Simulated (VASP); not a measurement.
Input of a VASP 6.6.1 run:

INCAR

```
PREC     = Accurate       # precision mode
ENCUT    = 500            # plane-wave cutoff, eV
EDIFF    = 1E-6           # SCF threshold, eV
ISMEAR   = -1             # smearing method
SIGMA    = 0.05           # smearing width, eV
LREAL    = F              # projectors in reciprocal space
LASPH    = T              # aspherical terms in the spheres
NELM     = 120            # most SCF steps
ALGO     = Normal         # electronic algorithm
ISIF     = 2              # what is computed and relaxed
LWAVE    = F              # write WAVECAR
LCHARG   = T              # write CHGCAR
GGA      = PS             # functional
LELF     = T              # ELF
LVHAR    = T            
NBANDS   = 14             # bands
GGA_COMPAT= F
```

KPOINTS

```
regular mesh
0
Gamma
  10 10 10
```

The input POSCAR:

```
TiB
1.0
    0.0000000000      2.2335441178      2.2335441178
    2.2335441178      0.0000000000      2.2335441178
    2.2335441178      2.2335441178      0.0000000000
Ti B
1 1
Direct
    0.0000000000      0.0000000000      0.0000000000
    0.5000000000      0.5000000000      0.5000000000
```

Potentials or basis: VASP PAW PBE potentials, release 64 (Ti_sv, B).

Command:

```console
$ cat potpaw_PBE.64/Ti_sv/POTCAR potpaw_PBE.64/B/POTCAR > POTCAR
$ mpirun -np 1 vasp_std > vasp.out
```

(1) Estimate the band gap on the k mesh.

(2) Estimate the pressure.

## Answers

(1) zero (an odd number of electrons rules out a gap without spin polarisation).

(2) 2.9 GPa.

Caveat: the PAW data sets were made with another functional, which shifts forces and pressure a little.
